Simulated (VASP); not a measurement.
The system is C.

```
C
1.0
     1.22803    0.70900    3.34701
    -1.22803    0.70900    3.34701
     0.00000   -1.41800    3.34701
C
2
Direct
  0.83600 0.83600 0.83600
  0.16400 0.16400 0.16400
```

- Program: VASP 6.6.1
- Task: relaxation of cell and atoms
- Functional: LDA
- Potentials or basis: VASP PAW LDA potentials, release 64 (C_h)
- Cutoff: 1300 eV
- k mesh: 8 × 8 × 8
- Occupations: fermi-dirac, width 0.05 eV
- Spin: no spin polarisation

At the start: pressure -3.7 GPa; volume 8.74 Å³/atom.

Question: Where does the relaxation end?

Answer: Over 9 steps the energy falls by 13.2 meV/atom and the volume is 8.59 Å³/atom (-1.8 %); space group R-3m (No. 166, to 0.1 Å) before and after.

The path:
| step | energy change (eV) | largest force (eV/Å) | pressure (GPa) | volume (Å³) |
| --- | --- | --- | --- | --- |
| 1 | 0.0000 | 0.9092 | -3.68 | 17.48 |
| 2 | -0.0033 | 0.5994 | 8.21 | 16.98 |
| 3 | -0.0245 | 0.1256 | 2.44 | 17.22 |
| 4 | -0.0217 | 0.2065 | -4.25 | 17.47 |
| 5 | -0.0262 | 0.0003 | -0.16 | 17.32 |
| 6 | -0.0262 | 0.0023 | -0.11 | 17.32 |
| 7 | -0.0262 | 0.0021 | -0.08 | 17.30 |
| 8 | -0.0263 | 0.0014 | -0.08 | 17.26 |
| 9 | -0.0264 | 0.0001 | -0.03 | 17.17 |

Final structure:
```yaml
crystal:
  lattice:
    - [1.22313, 0.70618, 3.31403]
    - [-1.22313, 0.70618, 3.31403]
    - [0.00000, -1.41235, 3.31403]
  atoms:
    - { symbol: C, position: [0.83338, 0.83338, 0.83338] }
    - { symbol: C, position: [0.16662, 0.16662, 0.16662] }
```
